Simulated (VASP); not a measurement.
A run of VASP 6.6.1:

The input INCAR:

```
SYSTEM = MgO
PREC = Accurate
ENCUT = 520
EDIFF = 1E-6
ISMEAR = 0
SIGMA = 0.02
LREAL = .False.
LASPH = .True.
NELM = 60
ALGO = Normal
ISIF = 2
LWAVE = .False.
LCHARG = .False.
GGA = PE
NBANDS = 11
```

KPOINTS

```
Automatic mesh
0
Gamma
  12 12 10
  0 0 0
```

The input POSCAR:

```
MgO
1.0
    2.9240946843      0.0293802090     -0.0151308077
   -1.4366033348      2.5388195893     -0.0150543187
   -0.0138003520     -0.0238223552      2.6876654464
Mg O
1 1
Direct
    0.0201593811      0.0016192418     -0.0517785706
    0.3131739489      0.6650474282      0.5517785706
```

Potentials or basis: VASP PAW PBE potentials, release 64 (Mg, O).

The run is started by

```console
$ cat potpaw_PBE.64/Mg/POTCAR potpaw_PBE.64/O/POTCAR > POTCAR
$ mpirun -np 1 vasp_std > vasp.out
```

Hardware: 1 thread of AMD EPYC 7R43 64-Core Processor (Zen 3), on a shared host.

**Question.** Estimate the wall time of this run.

**Answer.** Run time: 3.4 min on 1 thread of AMD EPYC 7R43 64-Core Processor (Zen 3), on a shared host, peak memory 0.24 GiB. Counts: scf iterations 13, k points 724.
